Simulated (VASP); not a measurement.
# SnO (F-43m) in VASP: settings compared

Aim: see how the results for SnO move with the level of theory and the settings. Levels: r2SCAN, HSE06. Tasks: single point.

Program: VASP 6.6.1. These are calculated values, not measurements. Logs are shortened: lines on timing, memory, paths and dates and some standing lists are left out, and cuts for length are marked.

### 1 The cell of the first run

The structure is cubic, space group F-43m (No. 216). Conventional cell: a = 5.416 Å, b = 5.416 Å, c = 5.416 Å, α = 90.00°, β = 90.00°, γ = 90.00°. Within 3.1 Å of Sn (site symmetry -43m) lie 4 O at 2.35 Å. O (site symmetry -43m) has 4 Sn at 2.35 Å within 3.1 Å.

### 2 Single point, r2SCAN

POSCAR reads:

```
SnO
1.0
    0.0000000000      2.7082147176      2.7082147176
    2.7082147176      0.0000000000      2.7082147176
    2.7082147176      2.7082147176      0.0000000000
Sn O
1 1
Direct
    0.0000000000      0.0000000000      0.0000000000
    0.2500000000      0.2500000000      0.2500000000
```

INCAR.step1 reads:

```
  PREC = Accurate
  ENCUT = 520
  ISMEAR = -1
  SIGMA = 0.02
  LREAL = F
  LASPH = T
  NELM = 80
  NBANDS = 17
  GGA = PE
  ALGO = Normal
  EDIFF = 1E-4
  LWAVE = T
  LCHARG = F
```

INCAR.step2 reads:

```
  PREC = Accurate
  ENCUT = 520
  EDIFF = 1E-6
  ISMEAR = -1
  SIGMA = 0.02
  LREAL = F
  LASPH = T
  NELM = 80
  ALGO = Normal
  ISIF = 2
  LWAVE = F
  LCHARG = F
  METAGGA = R2SCAN
  LMIXTAU = T
  NBANDS = 17
  ISTART = 1
```

KPOINTS reads:

```
regular mesh
0
Gamma
  4 4 4
```

Potentials or basis: VASP PAW PBE potentials, release 64 (Sn_d, O).

The run is started by

```
$ cat potpaw_PBE.64/Sn_d/POTCAR potpaw_PBE.64/O/POTCAR > POTCAR
$ cp INCAR.step1 INCAR
$ mpirun -np 1 vasp_std > vasp.out
$ cp INCAR.step2 INCAR
$ mpirun -np 1 vasp_std > vasp.out
```

OUTCAR:

```text
PREC = Accurate
   ENCUT = 520
   EDIFF = 1E-6
   ISMEAR = -1
   LREAL = F
   LASPH = T
   NELM = 80
   ISIF = 2
   METAGGA = R2SCAN
   ISTART = 1

 ion  position               nearest neighbor table
   1  0.000  0.000  0.000-   2 2.35   2 2.35   2 2.35   2 2.35
   2  0.250  0.250  0.250-   1 2.35   1 2.35   1 2.35   1 2.35

  LATTYP: Found a face centered cubic cell.
 ALAT       =     5.4164294352

  Lattice vectors:

 A1 = (   0.0000000000,   2.7082147176,   2.7082147176)
 A2 = (   2.7082147176,   0.0000000000,   2.7082147176)
 A3 = (   2.7082147176,   2.7082147176,   0.0000000000)

Analysis of symmetry for initial positions (statically):
=====================================================================
 Subroutine PRICEL returns:
 Original cell was already a primitive cell.

 Routine SETGRP: Setting up the symmetry group for a
 face centered cubic supercell.

 Subroutine GETGRP returns: Found 24 space group operations
 (whereof 24 operations were pure point group operations)
 out of a pool of 48 trial point group operations.

The static configuration has the point symmetry T_d .

Analysis of symmetry for dynamics (positions and initial velocities):
=====================================================================
 Subroutine PRICEL returns:
 Original cell was already a primitive cell.

 Routine SETGRP: Setting up the symmetry group for a
 face centered cubic supercell.

 Subroutine GETGRP returns: Found 24 space group operations
 (whereof 24 operations were pure point group operations)
 out of a pool of 48 trial point group operations.

The dynamic configuration has the point symmetry T_d .

 Subroutine INISYM returns: Found 24 space group operations
 (whereof 24 operations are pure point group operations),
 and found     1 'primitive' translations

----------------------------------------------------------------------------------------

                                     Primitive cell

  volume of cell :      39.7264

  direct lattice vectors                    reciprocal lattice vectors
     0.000000000  2.708214718  2.708214718    -0.184623470  0.184623470  0.184623470
     2.708214718  0.000000000  2.708214718     0.184623470 -0.184623470  0.184623470
     2.708214718  2.708214718  0.000000000     0.184623470  0.184623470 -0.184623470

  length of vectors
     3.829993983  3.829993983  3.829993983     0.319777231  0.319777231  0.319777231

  position of ions in fractional coordinates (direct lattice)
     0.000000000  0.000000000  0.000000000
     0.250000000  0.250000000  0.250000000

  ion indices of the primitive-cell ions
   primitive index   ion index
                 1           1
                 2           2

----------------------------------------------------------------------------------------

 KPOINTS: regular mesh

Automatic generation of k-mesh.
 Grid dimensions read from file:
 generate k-points for:    4    4    4

 Generating k-lattice:

  Cartesian coordinates                     Fractional coordinates (reciprocal lattice)
    -0.046155868  0.046155868  0.046155868     0.250000000  0.000000000  0.000000000
     0.046155868 -0.046155868  0.046155868     0.000000000  0.250000000  0.000000000
     0.046155868  0.046155868 -0.046155868     0.000000000  0.000000000  0.250000000

  Length of vectors
     0.079944308  0.079944308  0.079944308

  Shift w.r.t. Gamma in fractional coordinates (k-lattice)
     0.000000000  0.000000000  0.000000000

 Subroutine IBZKPT returns following result:
 ===========================================

 Found      8 irreducible k-points:

 Following reciprocal coordinates:
            Coordinates               Weight
  0.000000  0.000000  0.000000      1.000000
  0.250000  0.000000  0.000000      8.000000
  0.500000  0.000000  0.000000      4.000000
  0.250000  0.250000  0.000000      6.000000
  0.500000  0.250000  0.000000     24.000000
 -0.250000  0.250000  0.000000     12.000000
  0.500000  0.500000  0.000000      3.000000
 -0.250000  0.500000  0.250000      6.000000
   k-points           NKPTS =      8   k-points in BZ     NKDIM =      8   number of bands    NBANDS=     17
   number of dos      NEDOS =    301   number of ions     NIONS =      2
   total plane-waves  NPLWV =  21952
   dimension x,y,z NGX =    28 NGY =   28 NGZ =   28
   dimension x,y,z NGXF=    56 NGYF=   56 NGZF=   56
   ions per type =               1   1
   NGX,Y,Z   is equivalent  to a cutoff of  12.15, 12.15, 12.15 a.u.
   NGXF,Y,Z  is equivalent  to a cutoff of  24.31, 24.31, 24.31 a.u.
 SYSTEM =  unknown system
   PREC   = accura    normal or accurate (medium, high low for compatibility)
   ISTART =      1    job   : 0-new  1-cont  2-samecut
   ICHARG =      0    charge: 1-file 2-atom 10-const
   ISPIN  =      1    spin polarized calculation?
   LNONCOLLINEAR =      F non collinear calculations
   LSORBIT =      F    spin-orbit coupling
   LASPH  =      T    aspherical Exc in radial PAW
   ENCUT  =  520.0 eV  38.22 Ry    6.18 a.u.   7.12  7.12  7.12*2*pi/ulx,y,z
   NELM   =     80;   NELMIN=  2; NELMDL=  0     # of ELM steps
   EDIFF  = 0.1E-05   stopping-criterion for ELM
   LREAL  =      F    real-space projection
   EDIFFG = 0.1E-04   stopping-criterion for IOM
   NSW    =      0    number of steps for IOM
   IBRION =     -1    ionic relax: 0-MD 1-quasi-New 2-CG
   NFREE  =      0    steps in history (QN), initial steepest desc. (CG)
   ISIF   =      2    stress and relaxation
   ISYM   =      2    0-nonsym 1-usesym 2-fastsym
   POTIM  = 0.5000    time-step for ionic-motion
   TEBEG  =    0.0;   TEEND  =   0.0 temperature during run
   PSTRESS=    0.0 pullay stress
   NELECT =      20.0000    total number of electrons
   NUPDOWN=      -1.0000    fix difference up-down
   EMIN   =  10.00;   EMAX   =-10.00  energy-range for DOS
   EFERMI =   0.00;   METHOD = LEGACY
   ISMEAR =    -1;   SIGMA  =   0.02  broadening in eV -4-tet -1-fermi 0-gaus
   EFERMI_NEDOS =   21; number of points for ismear=-14 and -15
   IALGO  =     38    algorithm
   IMIX   =      4    mixing-type and parameters
     AMIX     =   0.40;   BMIX     =  1.00
     AMIX_MAG =   1.60;   BMIX_MAG =  1.00
  volume/ion in A,a.u.               =      19.86       134.04
  Fermi-wavevector in a.u.,A,eV,Ry     =   1.302342  2.461070 23.076772  1.696095
  Thomas-Fermi vector in A             =   2.433416
   LORBIT       =      0    0 simple, 1 ext, 2 COOP (PROOUT), +10 PAW based schemes
   METAGGA = R2SCAN    functional components
   LHFCALC =     F    Hartree Fock is set to
   AEXX    =    0.0000 exact exchange contribution
   IVDW    =     0    specifies the selected vdW correction
   LEPSILON=     F    determine dielectric tensor
   LRPA    =     F    only Hartree local field effects (RPA)
 non-spin polarized calculation
  energy-cutoff  :      520.00
  volume of cell :       39.73
 maximum number of plane-waves:      1090
   NGX = 15   NGY = 15   NGZ = 15

 number of electron      19.9999996 magnetization

 Free energy of the ion-electron system (eV)
  ---------------------------------------------------
  ext. energy  EPLUGINS =         0.00000000
  ---------------------------------------------------
  free energy    TOTEN  =       -32.23329354 eV

  energy without entropy =      -32.23069210  energy(sigma->0) =      -32.23199282

 E-fermi :   6.0770     XC(G=0): -10.3011

 val. band max:        6.0769979158   @ k =  -0.2500   0.5000   0.2500
 cond. band min:       7.3273021204   @ k =   0.5000   0.2500   0.0000
 fundamental gap:      1.2503042046
 Fermi energy:         6.0770024346

 k-point     1 :       0.0000    0.0000    0.0000
  band No.  band energies     occupation
      1     -16.4689      2.00000
      2     -16.4688      2.00000
      3     -16.4688      2.00000
      4     -16.4148      2.00000
      5     -16.4148      2.00000
      6     -14.1955      2.00000
      7      -0.4008      2.00000
      8       2.0538      2.00000
      9       2.0539      2.00000
     10       2.0539      2.00000
     11      10.7557      0.00000
     12      10.7558      0.00000
     13      10.7558      0.00000
     14      15.5840      0.00000
     15      17.9842      0.00000
     16      17.9842      0.00000
     17      17.9842      0.00000

 k-point     2 :       0.2500    0.0000    0.0000
  band No.  band energies     occupation
      1     -16.5606      2.00000
      2     -16.4558      2.00000
      3     -16.4558      2.00000
      4     -16.4106      2.00000
      5     -16.4106      2.00000
      6     -13.8789      2.00000
      7      -1.4422      2.00000
      8       1.8291      2.00000
      9       1.8291      2.00000
     10       3.0284      2.00000
     11       8.6783      0.00000
     12      10.9312      0.00000
     13      10.9313      0.00000
     14      15.5682      0.00000
     15      17.0407      0.00000
     16      17.0407      0.00000
     17      19.1645      0.00000

 k-point     3 :       0.5000    0.0000    0.0000
  band No.  band energies     occupation
      1     -16.6420      2.00000
      2     -16.4531      2.00000
      3     -16.4530      2.00000
      4     -16.3958      2.00000
      5     -16.3958      2.00000
      6     -13.5471      2.00000
      7      -2.2596      2.00000
      8       1.6234      2.00000
      9       1.6235      2.00000
     10       3.6204      2.00000
     11       7.7948      0.00000
     12      10.8903      0.00000
     13      10.8903      0.00000
     14      14.9843      0.00000
     15      17.6001      0.00000
     16      17.6002      0.00000
     17      19.1343      0.00000

 k-point     4 :       0.2500    0.2500    0.0000
  band No.  band energies     occupation
      1     -16.6032      2.00000
      2     -16.4348      2.00000
      3     -16.4348      2.00000
      4     -16.4289      2.00000
      5     -16.4033      2.00000
      6     -13.7839      2.00000
      7      -1.4772      2.00000
      8       1.4280      2.00000
      9       1.4280      2.00000
     10       3.8459      2.00000
     11       7.9945      0.00000
     12      11.0765      0.00000
     13      11.0766      0.00000
     14      13.1318      0.00000
     15      18.2089      0.00000
     16      20.6500      0.00000
     17      20.7981      0.00000

 k-point     5 :       0.5000    0.2500    0.0000
  band No.  band energies     occupation
      1     -16.6684      2.00000
      2     -16.4414      2.00000
      3     -16.4255      2.00000
      4     -16.4176      2.00000
      5     -16.3950      2.00000
      6     -13.4576      2.00000
      7      -1.9894      2.00000
      8       0.6021      2.00000
      9       1.2267      2.00000
     10       5.0884      2.00000
     11       7.3273      0.00000
     12       9.7658      0.00000
     13      11.2294      0.00000
     14      13.7094      0.00000
     15      18.6112      0.00000
     16      19.3355      0.00000
     17      20.3711      0.00000

 k-point     6 :      -0.2500    0.2500    0.0000
  band No.  band energies     occupation
      1     -16.6347      2.00000
      2     -16.4492      2.00000
      3     -16.4343      2.00000
      4     -16.4146      2.00000
      5     -16.4053      2.00000
      6     -13.5587      2.00000
      7      -1.8789      2.00000
      8       0.5935      2.00000
      9       1.6055      2.00000
     10       4.6381      2.00000
     11       8.1903      0.00000
     12       9.1746      0.00000
     13      11.1707      0.00000
     14      15.5647      0.00000
     15      16.7974      0.00000
     16      18.7646      0.00000
     17      20.1598      0.00000

 k-point     7 :       0.5000    0.5000    0.0000
  band No.  band energies     occupation
      1     -16.7145      2.00000
      2     -16.4447      2.00000
      3     -16.4000      2.00000
      4     -16.4000      2.00000
      5     -16.3919      2.00000
      6     -13.3700      2.00000
      7      -2.0720      2.00000
      8       0.8654      2.00000
      9       0.8654      2.00000
     10       5.4887      2.00000
     11       5.8952      1.99977
     12      11.5473      0.00000
     13      11.5473      0.00000
     14      11.6934      0.00000
     15      16.8350      0.00000
     16      22.6501      0.00000
     17      22.9808      0.00000

 k-point     8 :      -0.2500    0.5000    0.2500
  band No.  band energies     occupation
      1     -16.6856      2.00000
      2     -16.4381      2.00000
      3     -16.4325      2.00000
      4     -16.4045      2.00000
      5     -16.3989      2.00000
      6     -13.3521      2.00000
      7      -1.9147      2.00000
      8       0.4814      2.00000
      9       0.5287      2.00000
     10       6.0770      1.00011
     11       7.4640      0.00000
     12       8.8365      0.00000
     13      10.7125      0.00000
     14      14.2362      0.00000
     15      18.1953      0.00000
     16      19.5333      0.00000
     17      20.5625      0.00000

------------------------ aborting loop because EDIFF is reached ----------------------------------------

  FORCE on cell =-STRESS in cart. coord.  units (eV):
  Direction    XX          YY          ZZ          XY          YZ          ZX
  --------------------------------------------------------------------------------------
  -------------------------------------------------------------------------------------
  Total       -0.1466110     -0.1466110     -0.1466110     -0.0000000      0.0000000      0.0000000
  in kB       -5.9128631     -5.9128631     -5.9128631     -0.0000000      0.0000000      0.0000000
  external PRESSURE =      -5.9128631 kB  Pullay stress =       0.0000000 kB

 VOLUME and BASIS-vectors are now :
 -----------------------------------------------------------------------------
  energy-cutoff  :      520.00
  volume of cell :       39.73
      direct lattice vectors                 reciprocal lattice vectors
     0.000000000  2.708214718  2.708214718    -0.184623470  0.184623470  0.184623470
     2.708214718  0.000000000  2.708214718     0.184623470 -0.184623470  0.184623470
     2.708214718  2.708214718  0.000000000     0.184623470  0.184623470 -0.184623470

 POSITION                                       TOTAL-FORCE (eV/Angst)
 -----------------------------------------------------------------------------------
      0.00000      0.00000      0.00000        -0.000000     -0.000000      0.000000
      1.35411      1.35411      1.35411         0.000000      0.000000     -0.000000
 -----------------------------------------------------------------------------------
    total drift:                               -0.000002     -0.000002     -0.000002

  FREE ENERGIE OF THE ION-ELECTRON SYSTEM (eV)
  ---------------------------------------------------
  free  energy   TOTEN  =       -32.2332935360 eV

  energy  without entropy=      -32.2306920972  energy(sigma->0) =      -32.23199282
```

Wall time 19 s (1 thread of Intel Xeon 6975P-C (Granite Rapids), shared host); peak memory 0.16 GiB.

Results:

```yaml
Free_energy: -32.2333 eV
Pressure: -0.6 GPa
Band_gap_on_the_k_mesh: zero (band 10 reaches 6.08 eV, above the bottom of band 11 at 5.90 eV)
```

Caveat: the k points lie up to 0.50 Å⁻¹ apart; the PAW data sets were made with another functional, which shifts forces and pressure a little; spin-orbit coupling is left out, which moves the levels of the heavy elements.

### 3 Single point, r2SCAN

POSCAR is that of step 2.

INCAR.step1 reads:

```
PREC = Accurate
ENCUT = 520
ISMEAR = -1
SIGMA = 0.02
LREAL = F
LASPH = T
NELM = 100
NBANDS = 17
GGA = PE
ALGO = Normal
EDIFF = 1E-4
LWAVE = T
LCHARG = F
```

INCAR.step2 reads:

```
PREC = Accurate
ENCUT = 520
EDIFF = 1E-7
ISMEAR = -1
SIGMA = 0.02
LREAL = F
LASPH = T
NELM = 100
ALGO = Normal
ISIF = 2
LWAVE = F
LCHARG = T
METAGGA = R2SCAN
LMIXTAU = T
LELF = T
LVHAR = T
NBANDS = 17
ISTART = 1
```

KPOINTS reads:

```
regular mesh
0
Gamma
  6 6 6
```

Potentials or basis: VASP PAW PBE potentials, release 64 (Sn_d, O).

The run is started by

```
$ cat potpaw_PBE.64/Sn_d/POTCAR potpaw_PBE.64/O/POTCAR > POTCAR
$ cp INCAR.step1 INCAR
$ mpirun -np 1 vasp_std > vasp.out
$ cp INCAR.step2 INCAR
$ mpirun -np 1 vasp_std > vasp.out
```

It took 29 s on 1 thread of Intel Xeon 6975P-C (Granite Rapids), shared host; peak memory 0.16 GiB.

The run converged. Its results:

```
Free energy            : -32.2042 eV
Pressure               : 0.2 GPa
Band gap on the k mesh : zero (band 10 reaches 6.08 eV, above the bottom of band 11 at 5.94 eV)
```

Levels at points of the mesh, in eV from the Fermi level:
```tsv
k point	band 7	band 8	band 9	band 10	band 11	band 12	band 13	band 14
(0.00, 0.00, 0.00)	-6.49	-3.98	-3.98	-3.98	4.66	4.66	4.66	9.48
(0.50, 0.00, 0.00)	-8.33	-4.42	-4.42	-2.46	1.73	4.80	4.80	8.88
(0.50, 0.50, 0.00)	-8.15	-5.18	-5.18	-0.60	-0.17	5.47	5.47	5.60
```

Caveat: the PAW data sets were made with another functional, which shifts forces and pressure a little; spin-orbit coupling is left out, which moves the levels of the heavy elements.

### 4 Single point, r2SCAN

POSCAR is that of step 3.

INCAR.step1 reads:

```
  ALGO = Normal
  EDIFF = 1E-4
  ENCUT = 520
  GGA = PE
  ISMEAR = 1
  LASPH = True
  LCHARG = False
  LREAL = False
  LWAVE = True
  NBANDS = 17
  NELM = 80
  PREC = Accurate
  SIGMA = 0.001
```

INCAR.step2 reads:

```
  ALGO = Normal
  EDIFF = 1E-7
  ENCUT = 520
  ISIF = 2
  ISMEAR = 1
  ISTART = 1
  LASPH = True
  LCHARG = True
  LELF = True
  LMIXTAU = True
  LREAL = False
  LVHAR = True
  LWAVE = False
  METAGGA = R2SCAN
  NBANDS = 17
  NELM = 80
  PREC = Accurate
  SIGMA = 0.001
```

KPOINTS reads:

```
k-points
0
Gamma
  6 6 6
```

The run is started by

```
$ cat potpaw_PBE.64/Sn_d/POTCAR potpaw_PBE.64/O/POTCAR > POTCAR
$ cp INCAR.step1 INCAR
$ mpirun -np 1 vasp_std > vasp.out
$ cp INCAR.step2 INCAR
$ mpirun -np 1 vasp_std > vasp.out
```

It took 34 s on 1 thread of Intel Xeon 6975P-C (Granite Rapids), shared host; peak memory 0.16 GiB.

The run converged. Its results:

| Property | Result |
| --- | --- |
| Free energy | -32.2029 eV |
| Pressure | 0.2 GPa |
| Band gap on the k mesh | zero (band 10 reaches 6.08 eV, above the bottom of band 11 at 5.94 eV) |

Levels at points of the mesh, in eV from the Fermi level:
```csv
k point,band 8,band 9,band 10,band 11,band 12,band 13
"(0.00, 0.00, 0.00)",-3.96,-3.96,-3.96,4.68,4.68,4.68
"(0.50, 0.00, 0.00)",-4.40,-4.40,-2.44,1.75,4.82,4.82
"(0.50, 0.50, 0.00)",-5.16,-5.16,-0.58,-0.14,5.49,5.49
```

Caveat: the PAW data sets were made with another functional, which shifts forces and pressure a little; spin-orbit coupling is left out, which moves the levels of the heavy elements.

[end of part 1 of 2]
